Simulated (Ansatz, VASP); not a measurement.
**Al in VASP and in Ansatz**

```
Al
1.0
     0.00000    2.33651    1.51873
     2.33651    0.00000    1.51873
     2.33651    2.33651    0.00000
Al
1
Direct
  0.00000 0.00000 0.00000
```

Alike in both runs: task single point; functional PBE; dispersion D3(BJ); k mesh 22 × 22 × 22; occupations gaussian, width 0.15 eV; no spin polarisation.

|  | VASP | Ansatz |
| --- | --- | --- |
| version | VASP 6.6.1 | Ansatz 0.2.0 |
| potentials or method | VASP PAW PBE potentials, release 64 (Al), cutoff 520 eV | scalar-relativistic, plane waves, PAW |
| valence electrons in the cell | 3 | 3 |

VASP gave:

| Quantity | Value |
| --- | --- |
| gap on the k mesh at the Fermi level (eV) | none |
| pressure (GPa) | -1.9 |
| traceless stress, the component that is largest in VASP (GPa) | -1.46 |

Q: Estimate Ansatz's values.

A: gap on the k mesh at the Fermi level (eV): none; pressure (GPa): -1.9; traceless stress, the component that is largest in VASP (GPa): -1.45.

A gap of «none» marks a metal or a gap that the smearing closes.
